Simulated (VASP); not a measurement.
# H2 in VASP: notebook

The runs below take H2 through single point, relaxation of the atoms, with LDA.

All numbers are computed with VASP 6.6.1; they aren't measurements. Logs are shortened: lines on timing, memory, paths and dates and some standing lists are left out, and cuts for length are marked.

### Step 1. The cell of the first run

The cell holds a molecule in a box, 2 atoms: a = 9.000 Å, b = 9.500 Å, c = 10.000 Å, α = 90.00°, β = 90.00°, γ = 90.00°.

### Step 2. Single point, LDA

File INCAR:

```
SYSTEM = H
  PREC = Accurate
  ENCUT = 400
  EDIFF = 1E-6
  ISMEAR = -1
  SIGMA = 0.05
  LREAL = .False.
  LASPH = .True.
  NELM = 120
  ALGO = Normal
  ISIF = 2
  LWAVE = .False.
  LCHARG = .True.
  GGA = CA
  LELF = .True.
  LVHAR = .True.
  NBANDS = 8
  GGA_COMPAT = .False.
  NELMDL = -8
```

File KPOINTS:

```
regular mesh
0
Gamma
  1 1 1
  0 0 0
```

File POSCAR:

```
H
1.0
    9.0000000000      0.0000000000      0.0000000000
    0.0000000000      9.5000000000      0.0000000000
    0.0000000000      0.0000000000     10.0000000000
H
2
Direct
    0.5000000000      0.5000000000      0.4617393107
    0.5000000000      0.5000000000      0.5382606893
```

Potentials or basis: VASP PAW LDA potentials, release 64 (H).

Started as:

```sh
$ cat potpaw_LDA.64/H/POTCAR > POTCAR
$ mpirun -np 1 vasp_gam > vasp.out
```

OUTCAR:

```text
SYSTEM = H
   PREC = Accurate
   ENCUT = 400
   EDIFF = 1E-6
   ISMEAR = -1
   LREAL = .False.
   LASPH = .True.
   NELM = 120
   ISIF = 2
   GGA = CA
   NELMDL = -8

 ion  position               nearest neighbor table
   1  0.500  0.500  0.462-   2 0.77
   2  0.500  0.500  0.538-   1 0.77

  LATTYP: Found a simple orthorhombic cell.
 ALAT       =     9.0000000000
 B/A-ratio  =     1.0555555556
 C/A-ratio  =     1.1111111111

  Lattice vectors:

 A1 = (   9.0000000000,   0.0000000000,   0.0000000000)
 A2 = (   0.0000000000,   9.5000000000,   0.0000000000)
 A3 = (   0.0000000000,   0.0000000000,  10.0000000000)

Analysis of symmetry for initial positions (statically):
=====================================================================
 Subroutine PRICEL returns:
 Original cell was already a primitive cell.

 Routine SETGRP: Setting up the symmetry group for a
 simple orthorhombic supercell.

 Subroutine GETGRP returns: Found  8 space group operations
 (whereof  8 operations were pure point group operations)
 out of a pool of  8 trial point group operations.

The static configuration has the point symmetry D_2h.

Analysis of symmetry for dynamics (positions and initial velocities):
=====================================================================
 Subroutine PRICEL returns:
 Original cell was already a primitive cell.

 Routine SETGRP: Setting up the symmetry group for a
 simple orthorhombic supercell.

 Subroutine GETGRP returns: Found  8 space group operations
 (whereof  8 operations were pure point group operations)
 out of a pool of  8 trial point group operations.

The dynamic configuration has the point symmetry D_2h.

 Subroutine INISYM returns: Found  8 space group operations
 (whereof  8 operations are pure point group operations),
 and found     1 'primitive' translations

----------------------------------------------------------------------------------------

                                     Primitive cell

  volume of cell :     855.0000

  direct lattice vectors                    reciprocal lattice vectors
     9.000000000  0.000000000  0.000000000     0.111111111  0.000000000  0.000000000
     0.000000000  9.500000000  0.000000000     0.000000000  0.105263158  0.000000000
     0.000000000  0.000000000 10.000000000     0.000000000  0.000000000  0.100000000

  length of vectors
     9.000000000  9.500000000 10.000000000     0.111111111  0.105263158  0.100000000

  position of ions in fractional coordinates (direct lattice)
     0.500000000  0.500000000  0.461739311
     0.500000000  0.500000000  0.538260689

  ion indices of the primitive-cell ions
   primitive index   ion index
                 1           1
                 2           2

----------------------------------------------------------------------------------------

 KPOINTS: regular mesh

Automatic generation of k-mesh.
 Grid dimensions read from file:
 generate k-points for:    1    1    1

 Generating k-lattice:

  Cartesian coordinates                     Fractional coordinates (reciprocal lattice)
     0.111111111  0.000000000  0.000000000     1.000000000  0.000000000  0.000000000
     0.000000000  0.105263158  0.000000000     0.000000000  1.000000000  0.000000000
     0.000000000  0.000000000  0.100000000     0.000000000  0.000000000  1.000000000

  Length of vectors
     0.111111111  0.105263158  0.100000000

  Shift w.r.t. Gamma in fractional coordinates (k-lattice)
     0.000000000  0.000000000  0.000000000

 Subroutine IBZKPT returns following result:
 ===========================================

 Found      1 irreducible k-points:

 Following reciprocal coordinates:
            Coordinates               Weight
  0.000000  0.000000  0.000000      1.000000
   k-points           NKPTS =      1   k-points in BZ     NKDIM =      1   number of bands    NBANDS=      8
   number of dos      NEDOS =    301   number of ions     NIONS =      2
   total plane-waves  NPLWV = 268800
   dimension x,y,z NGX =    60 NGY =   64 NGZ =   70
   dimension x,y,z NGXF=   120 NGYF=  128 NGZF=  140
   ions per type =               2
   NGX,Y,Z   is equivalent  to a cutoff of  11.08, 11.20, 11.64 a.u.
   NGXF,Y,Z  is equivalent  to a cutoff of  22.17, 22.40, 23.27 a.u.
 SYSTEM =  H
   PREC   = accura    normal or accurate (medium, high low for compatibility)
   ISTART =      0    job   : 0-new  1-cont  2-samecut
   ICHARG =      2    charge: 1-file 2-atom 10-const
   ISPIN  =      1    spin polarized calculation?
   LNONCOLLINEAR =      F non collinear calculations
   LSORBIT =      F    spin-orbit coupling
   LASPH  =      T    aspherical Exc in radial PAW
   ENCUT  =  400.0 eV  29.40 Ry    5.42 a.u.  14.68 15.49 16.31*2*pi/ulx,y,z
   NELM   =    120;   NELMIN=  2; NELMDL= -8     # of ELM steps
   EDIFF  = 0.1E-05   stopping-criterion for ELM
   LREAL  =      F    real-space projection
   EDIFFG = 0.1E-04   stopping-criterion for IOM
   NSW    =      0    number of steps for IOM
   IBRION =     -1    ionic relax: 0-MD 1-quasi-New 2-CG
   NFREE  =      0    steps in history (QN), initial steepest desc. (CG)
   ISIF   =      2    stress and relaxation
   ISYM   =      2    0-nonsym 1-usesym 2-fastsym
   POTIM  = 0.5000    time-step for ionic-motion
   TEBEG  =    0.0;   TEEND  =   0.0 temperature during run
   PSTRESS=    0.0 pullay stress
   NELECT =       2.0000    total number of electrons
   NUPDOWN=      -1.0000    fix difference up-down
   EMIN   =  10.00;   EMAX   =-10.00  energy-range for DOS
   EFERMI =   0.00;   METHOD = LEGACY
   ISMEAR =    -1;   SIGMA  =   0.05  broadening in eV -4-tet -1-fermi 0-gaus
   EFERMI_NEDOS =   21; number of points for ismear=-14 and -15
   IALGO  =     38    algorithm
   IMIX   =      4    mixing-type and parameters
     AMIX     =   0.40;   BMIX     =  1.00
     AMIX_MAG =   1.60;   BMIX_MAG =  1.00
  volume/ion in A,a.u.               =     427.50      2884.91
  Fermi-wavevector in a.u.,A,eV,Ry     =   0.217318  0.410672  0.642565  0.047227
  Thomas-Fermi vector in A             =   0.994036
   LORBIT       =      0    0 simple, 1 ext, 2 COOP (PROOUT), +10 PAW based schemes
   GGA     = CA    functional components
   LHFCALC =     F    Hartree Fock is set to
   AEXX    =    0.0000 exact exchange contribution
   IVDW    =     0    specifies the selected vdW correction
   LEPSILON=     F    determine dielectric tensor
   LRPA    =     F    only Hartree local field effects (RPA)
 non-spin polarized calculation
  energy-cutoff  :      400.00
  volume of cell :      855.00
 maximum number of plane-waves:      7758
 NGX is ok and might be reduce to    60
   NGX = 29   NGY = 31   NGZ = 33

 number of electron       1.9999997 magnetization

 Free energy of the ion-electron system (eV)
  ---------------------------------------------------
  ext. energy  EPLUGINS =         0.00000000
  ---------------------------------------------------
  free energy    TOTEN  =        -6.68650368 eV

  energy without entropy =       -6.68650368  energy(sigma->0) =       -6.68650368

 E-fermi :  -8.9219     XC(G=0):  -0.4215

 val. band max:      -10.1107277937   @ k =   0.0000   0.0000   0.0000
 cond. band min:      -0.1507240574   @ k =   0.0000   0.0000   0.0000
 fundamental gap:      9.9600037363
 Fermi energy:        -8.9218909487

 k-point     1 :       0.0000    0.0000    0.0000
  band No.  band energies     occupation
      1     -10.1107      2.00000
      2      -0.1507      0.00000
      3       0.3472      0.00000
      4       1.0660      0.00000
      5       1.1941      0.00000
      6       1.3754      0.00000
      7       1.5433      0.00000
      8       1.7381      0.00000

------------------------ aborting loop because EDIFF is reached ----------------------------------------

  FORCE on cell =-STRESS in cart. coord.  units (eV):
  Direction    XX          YY          ZZ          XY          YZ          ZX
  --------------------------------------------------------------------------------------
  -------------------------------------------------------------------------------------
  Total       -0.1149854     -0.1125069     -0.1121445     -0.0000000      0.0000000      0.0000000
  in kB       -0.2154702     -0.2108257     -0.2101467     -0.0000000      0.0000000      0.0000000
  external PRESSURE =      -0.2121475 kB  Pullay stress =       0.0000000 kB

 VOLUME and BASIS-vectors are now :
 -----------------------------------------------------------------------------
  energy-cutoff  :      400.00
  volume of cell :      855.00
      direct lattice vectors                 reciprocal lattice vectors
     9.000000000  0.000000000  0.000000000     0.111111111  0.000000000  0.000000000
     0.000000000  9.500000000  0.000000000     0.000000000  0.105263158  0.000000000
     0.000000000  0.000000000 10.000000000     0.000000000  0.000000000  0.100000000

 POSITION                                       TOTAL-FORCE (eV/Angst)
 -----------------------------------------------------------------------------------
      4.50000      4.75000      4.61739         0.000000      0.000000     -0.042800
      4.50000      4.75000      5.38261         0.000000     -0.000000      0.042800
 -----------------------------------------------------------------------------------
    total drift:                                0.000000      0.000000      0.000000

  FREE ENERGIE OF THE ION-ELECTRON SYSTEM (eV)
  ---------------------------------------------------
  free  energy   TOTEN  =        -6.6865036766 eV

  energy  without entropy=       -6.6865036765  energy(sigma->0) =       -6.68650368
```

It took 14 s on 1 thread of Intel Xeon Platinum 8375C at 2.90GHz (Ice Lake), shared host; peak memory 0.38 GiB.

Results:

```
Free energy                     : -6.6865 eV
Largest force                   : 0.043 eV/Å
Gap between the frontier levels : 9.96 eV
```

Forces on the atoms (eV/Å):
```
H    0.000  0.000 -0.043
H    0.000  0.000  0.043
```

### Step 3. Relaxation of the atoms, LDA

File INCAR:

```
SYSTEM = H
  PREC = Accurate
  ENCUT = 450
  EDIFF = 1E-7
  ISMEAR = -1
  SIGMA = 0.05
  LREAL = .FALSE.
  LASPH = .TRUE.
  NELM = 120
  ALGO = Normal
  ISIF = 2
  LWAVE = .FALSE.
  LCHARG = .FALSE.
  IBRION = 2
  NSW = 80
  EDIFFG = -0.03
  GGA_COMPAT = .FALSE.
  NELMIN = 4
  NELMDL = -8
```

File KPOINTS:

```
Automatic mesh
0
G
  1 1 1
  0 0 0
```

File POSCAR:

```
H
1.0
    9.0000000000      0.0000000000      0.0000000000
    0.0000000000      9.5000000000      0.0000000000
    0.0000000000      0.0000000000     10.0000000000
H
2
Direct
    0.5000000000      0.5000000000      0.4625000000
    0.5000000000      0.5000000000      0.5375000000
```

Potentials or basis: VASP PAW LDA potentials, release 64 (H).

Started as:

```sh
$ cat potpaw_LDA.64/H/POTCAR > POTCAR
$ mpirun -np 1 vasp_gam > vasp.out
```

Run time: 23 s. Hardware: 1 thread of Intel Xeon Platinum 8375C at 2.90GHz (Ice Lake), shared host; peak memory 0.42 GiB.

It converged, with:

```
Free energy                     : -6.6941 eV
Energy gained by relaxing       : 2.2 meV/atom
Ionic steps                     : 3
Gap between the frontier levels : 9.96 eV
```

Step by step:
| step | energy change (eV) | largest force (eV/Å) | pressure (GPa) |
| --- | --- | --- | --- |
| 1 | 0.0000 | 0.5436 | 0.01 |
| 2 | 0.0153 | 1.0396 | -0.06 |
| 3 | -0.0043 | 0.0012 | -0.01 |

Final structure:
```xyz
2
Lattice="9.0000 0.0000 0.0000 0.0000 9.5000 0.0000 0.0000 0.0000 10.0000" Properties=species:S:1:pos:R:3 pbc="T T T"
H     4.5000    4.7500    4.6169
H     4.5000    4.7500    5.3831
```

Levels at points of the mesh, in eV from the valence-band top:
```csv
k point,band 1,band 2,band 3,band 4,band 5
"(0.00, 0.00, 0.00)",0.00,9.96,10.45,11.17,11.30
```
